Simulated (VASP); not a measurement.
BaTe:

```
Ba Te
1.0
     4.76566    0.04266   -0.06600
    -2.34588    4.23937   -0.09628
    -0.23429   -0.52992   17.32166
Ba Te
4 4
Direct
  0.66836 0.36563 0.38245
  0.69228 0.36728 0.87575
  0.29312 0.62896 0.12302
  0.29365 0.64903 0.62652
  0.06255 0.98401 0.99232
  0.99159 0.97143 0.50245
  0.97515 0.97623 0.24427
  0.02331 0.05742 0.75323
```

| Property | Result |
| --- | --- |
| Program | VASP 6.6.1 |
| Task | relaxation of cell and atoms |
| Functional | PBE |
| Potentials or basis | VASP PAW PBE potentials, release 64 (Ba_sv, Te) |
| Cutoff | 600 eV |
| k mesh | 3 × 3 × 1 |
| Occupations | gaussian, width 0.1 eV |
| Spin | no spin polarisation |

At the start: pressure 1.0 GPa; volume 43.91 Å³/atom.

Question: How do energy, volume and symmetry change on relaxing?

Answer: Over 24 steps the energy falls by 60.4 meV/atom and the volume is 44.54 Å³/atom (+1.4 %); space group P1 (No. 1, to 0.1 Å) before, P6_3/mmc (No. 194, to 0.1 Å).

Step by step:
| step | energy change (eV) | largest force (eV/Å) | pressure (GPa) | volume (Å³) |
| --- | --- | --- | --- | --- |
| 1 | 0.0000 | 1.1222 | 1.03 | 351.30 |
| 2 | -0.2067 | 0.5380 | -0.36 | 365.78 |
| 3 | -0.2229 | 0.4119 | -0.79 | 371.45 |
| 4 | -0.3128 | 0.4038 | -0.29 | 363.18 |
| 5 | -0.3464 | 0.4059 | 0.34 | 354.65 |
| 6 | -0.3986 | 0.2957 | 0.16 | 355.89 |
| 7 | -0.4304 | 0.2296 | -0.07 | 358.01 |
| 8 | -0.4479 | 0.1661 | 0.02 | 356.51 |
| 9 | -0.4566 | 0.1252 | 0.18 | 354.37 |
| 10 | -0.4633 | 0.1203 | -0.20 | 358.99 |
| 11 | -0.4634 | 0.1186 | -0.17 | 358.69 |
| 12 | -0.4711 | 0.0836 | -0.05 | 357.06 |
| 13 | -0.4729 | 0.0821 | 0.04 | 355.86 |
| 14 | -0.4761 | 0.0681 | -0.02 | 356.51 |
| 15 | -0.4769 | 0.0621 | -0.08 | 357.06 |
| 16 | -0.4786 | 0.0537 | 0.10 | 354.82 |
| 17 | -0.4786 | 0.0528 | 0.08 | 355.06 |
| 18 | -0.4806 | 0.0467 | 0.02 | 356.01 |
| 19 | -0.4811 | 0.0466 | -0.04 | 356.82 |
| 20 | -0.4823 | 0.0424 | 0.01 | 355.96 |
| 21 | -0.4823 | 0.0432 | 0.03 | 355.73 |
| 22 | -0.4828 | 0.0302 | -0.04 | 356.57 |
| 23 | -0.4828 | 0.0285 | -0.05 | 356.67 |
| 24 | -0.4831 | 0.0187 | -0.02 | 356.30 |

Final structure:
```yaml
crystal:
  lattice:
    - [4.87966, -0.00127, 0.00031]
    - [-2.44208, 4.22576, -0.00064]
    - [0.00172, -0.01103, 17.28150]
  atoms:
    - { symbol: Ba, position: [0.66540, 0.33275, 0.37497] }
    - { symbol: Ba, position: [0.66802, 0.33412, 0.87507] }
    - { symbol: Ba, position: [0.33322, 0.66564, 0.12477] }
    - { symbol: Ba, position: [0.33369, 0.66763, 0.62517] }
    - { symbol: Te, position: [0.99936, 0.99916, 0.99992] }
    - { symbol: Te, position: [0.99685, 0.99915, 0.50007] }
    - { symbol: Te, position: [0.00087, 0.00013, 0.24992] }
    - { symbol: Te, position: [0.00259, 0.00141, 0.75010] }
```

Caveat: the k points lie up to 0.50 Å⁻¹ apart in the final cell.
